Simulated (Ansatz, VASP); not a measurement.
Mo in VASP and in Ansatz

File INCAR:

```
SYSTEM = Mo
ALGO = Normal
EDIFF = 1E-6
EDIFFG = -0.01
ENCUT = 600
GGA = PS
IBRION = 2
ISIF = 3
ISMEAR = -1
LASPH = .TRUE.
LCHARG = .FALSE.
LREAL = .FALSE.
LWAVE = .FALSE.
NELM = 100
NSW = 80
PREC = Accurate
SIGMA = 0.1
```

File KPOINTS:

```
k-points
0
G
  13 13 7
  0 0 0
```

POSCAR

```
Mo
1.0
    2.8039216218      0.0000000000      0.0000000000
   -1.4019608109      2.4282673547      0.0000000000
    0.0000000000      0.0000000000      4.5788040084
Mo
2
Direct
    0.3333333333      0.6666666667      0.2500000000
    0.6666666667      0.3333333333      0.7500000000
```

Input for Ansatz:

```yaml
crystal:
  lattice:
    - [2.8039216218, 0.0, 0.0]
    - [-1.4019608109, 2.4282673547, 0.0]
    - [0.0, 0.0, 4.5788040084]
  atoms:
    - { symbol: Mo, position: [0.3333333333, 0.6666666667, 0.25] }
    - { symbol: Mo, position: [0.6666666667, 0.3333333333, 0.75] }
hamiltonian:
  xc: pbesol
  pseudopotentials:
    kind: paw
    azcp:
      Mo: "pseudopotentials/Mo.paw.azcp"
basis:
  ecutwfc: 420
  fft_grid_basis: typed
kpoints:
  mp_grid: { grid: [13, 13, 7], shift: [0, 0, 0] }
magnetization:
  spin_polarized: false
scf:
  occupations: { method: fermi_dirac, width: 0.1 }
relax:
  max_steps: 60
  f_tol: 0.01
  cell: {}
```

Alike in both runs: task relaxation of cell and atoms; functional PBEsol; k mesh 13 × 13 × 7; occupations fermi-dirac, width 0.1 eV; no spin polarisation.

|  | VASP | Ansatz |
| --- | --- | --- |
| version | VASP 6.6.1 | Ansatz 0.2.0 |
| potentials or method | VASP PAW PBE potentials, release 64 (Mo_sv), cutoff 600 eV | plane waves (420 eV) with PAW, scalar-relativistic |
| valence electrons in the cell | 28 | 28 |

```csv
,VASP,Ansatz,Ansatz less VASP
relaxed volume (Å³/atom),15.63,15.61,-0.021
relaxed length of the cell vector where the two differ most in proportion (Å),2.736,2.734,-0.0013
```

VASP's potentials were made for PBE, not for PBEsol, and Ansatz warns of the same on its side.
